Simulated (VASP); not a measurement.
B:

```
CELL_PARAMETERS angstrom
2.10059 0.00000 0.00000
-1.05030 1.81917 0.00000
0.00000 0.00000 6.86053
ATOMIC_POSITIONS crystal
B 0.00000 0.00000 0.00000
B 0.00000 0.00000 0.50000
B 0.33333 0.66667 0.25000
B 0.66667 0.33333 0.75000
```

```yaml
Program: VASP 6.6.1
Task: relaxation of cell and atoms
Functional: PBE
Potentials_or_basis: VASP PAW PBE potentials, release 64 (B)
Cutoff: 500 eV
k_mesh: 17 × 17 × 5
Occupations: fermi-dirac, width 0.1 eV
Spin: no spin polarisation
```

At the start: pressure -21.3 GPa; volume 6.55 Å³/atom.

Task: Where does the relaxation end?

Result: Over 34 steps the energy falls by 605.4 meV/atom and the volume is 7.52 Å³/atom (+14.7 %); space group P6_3/mmc (No. 194, to 0.05 Å).

The path:
```csv
step,energy change (eV),largest force (eV/Å),pressure (GPa),volume (Å³)
1,0.0000,0.0000,-21.30,26.22
2,-0.1776,0.0000,8.69,23.04
3,-0.1919,0.0000,1.19,23.66
4,-0.2208,0.0000,1.77,23.64
5,-0.3457,0.0000,3.86,23.54
6,-0.6410,0.0000,14.67,23.16
7,-0.5342,0.0000,64.32,21.83
8,-0.7460,0.0000,44.41,22.32
9,-0.7730,0.0000,37.34,22.50
10,-0.7577,0.0000,42.55,22.37
11,-0.7597,0.0000,42.70,22.37
12,-0.7647,0.0000,43.17,22.39
13,-0.7734,0.0000,44.08,22.43
14,-0.7892,0.0000,45.98,22.49
15,-0.8081,0.0000,49.29,22.60
16,-0.9239,0.0000,56.02,22.75
17,-0.9489,0.0000,86.74,22.78
18,-1.0822,0.0000,70.02,22.81
19,-1.0612,0.0000,76.62,22.81
20,-1.1259,0.0000,79.03,23.12
21,-1.1305,0.0000,80.46,23.29
22,-1.2505,0.0000,75.46,23.57
23,-1.5699,0.0000,61.50,24.42
24,-2.0403,0.0000,37.72,26.17
25,-2.4134,0.0000,3.46,29.91
26,-2.4153,0.0000,1.62,30.18
27,-2.4152,0.0000,0.62,30.33
28,-2.4170,0.0000,0.42,30.30
29,-2.4206,0.0000,-0.18,30.23
30,-2.4199,0.0000,-1.31,30.08
31,-2.4215,0.0000,-0.69,30.16
32,-2.4215,0.0000,-0.67,30.17
33,-2.4217,0.0000,-0.39,30.13
34,-2.4217,0.0000,-0.09,30.08
```

Final structure:
```xyz
4
Lattice="1.7142 0.0000 0.0000 -0.8571 1.4845 0.0000 0.0000 0.0000 11.8197" Properties=species:S:1:pos:R:3 pbc="T T T"
B     0.0000    0.0000    0.0000
B     0.0000    0.0000    5.9099
B     0.0000    0.9897    2.9549
B     0.8571    0.4948    8.8648
```
